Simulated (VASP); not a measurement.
Crystal: MgCd3.

```xyz
4
Lattice="0.0000 3.5400 3.5400 3.5400 0.0000 3.5400 3.5400 3.5400 0.0000" Properties=species:S:1:pos:R:3 pbc="T T T"
Mg    0.0000    0.0000    0.0000
Cd    3.5400    3.5400    3.5400
Cd    1.7700    1.7700    1.7700
Cd    5.3100    5.3100    5.3100
```

```yaml
Program: VASP 6.6.1
Task: relaxation of cell and atoms
Functional: LDA
Potentials_or_basis: VASP PAW LDA potentials, release 64 (Mg, Cd)
Cutoff: 600 eV
k_mesh: 6 × 6 × 6
Occupations: gaussian, width 0.1 eV
Spin: no spin polarisation
```

At the start: pressure -4.9 GPa; volume 22.18 Å³/atom.

Problem. How do energy, volume and symmetry change on relaxing?

Solution. Over 3 steps the energy falls by 42.5 meV/atom and the volume is 19.73 Å³/atom (-11.1 %); space group Fm-3m (No. 225, to 0.1 Å) before and after.

Step by step:
| step | energy change (eV) | largest force (eV/Å) | pressure (GPa) | volume (Å³) |
| --- | --- | --- | --- | --- |
| 1 | 0.0000 | 0.0000 | -4.93 | 88.72 |
| 2 | -0.1661 | 0.0000 | -0.94 | 80.25 |
| 3 | -0.1701 | 0.0000 | 0.03 | 78.91 |

Final structure:
```
Mg Cd
1.0
     0.00000    3.40430    3.40430
     3.40430    0.00000    3.40430
     3.40430    3.40430    0.00000
Mg Cd
1 3
Direct
  0.00000 0.00000 0.00000
  0.50000 0.50000 0.50000
  0.25000 0.25000 0.25000
  0.75000 0.75000 0.75000
```
